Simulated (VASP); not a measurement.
The system is Na.

```
Na
1.0
    -2.11750    2.11750    2.11750
     2.11750   -2.11750    2.11750
     2.11750    2.11750   -2.11750
Na
1
Direct
  0.00000 0.00000 0.00000
```

- Program: VASP 6.6.1
- Task: relaxation of cell and atoms
- Functional: LDA
- Potentials or basis: VASP PAW LDA potentials, release 64 (Na_pv)
- Cutoff: 600 eV
- k mesh: 20 × 20 × 20
- Occupations: gaussian, width 0.1 eV
- Spin: no spin polarisation

At the start: pressure -1.0 GPa; volume 37.98 Å³/atom.

Task: How do energy, volume and symmetry change on relaxing?

Result: Over 7 steps the energy falls by 16.0 meV/atom and the volume is 33.14 Å³/atom (-12.7 %); space group Im-3m (No. 229, to 0.05 Å).

The path:
```tsv
step	energy change (eV)	largest force (eV/Å)	pressure (GPa)	volume (Å³)
1	0.0000	0.0000	-0.96	37.98
2	-0.0067	0.0000	-0.79	36.74
3	-0.0160	0.0000	-0.04	33.18
4	-0.0160	0.0000	0.10	33.01
5	-0.0160	0.0000	-0.05	33.17
6	-0.0160	0.0000	0.04	33.12
7	-0.0160	0.0000	0.00	33.14
```

Final structure:
```
CELL_PARAMETERS angstrom
-2.02346 2.02346 2.02346
2.02346 -2.02346 2.02346
2.02346 2.02346 -2.02346
ATOMIC_POSITIONS crystal
Na 0.00000 0.00000 0.00000
```

Caveat: the volume moved by -13 % from the deposited cell, more than functionals usually miss.
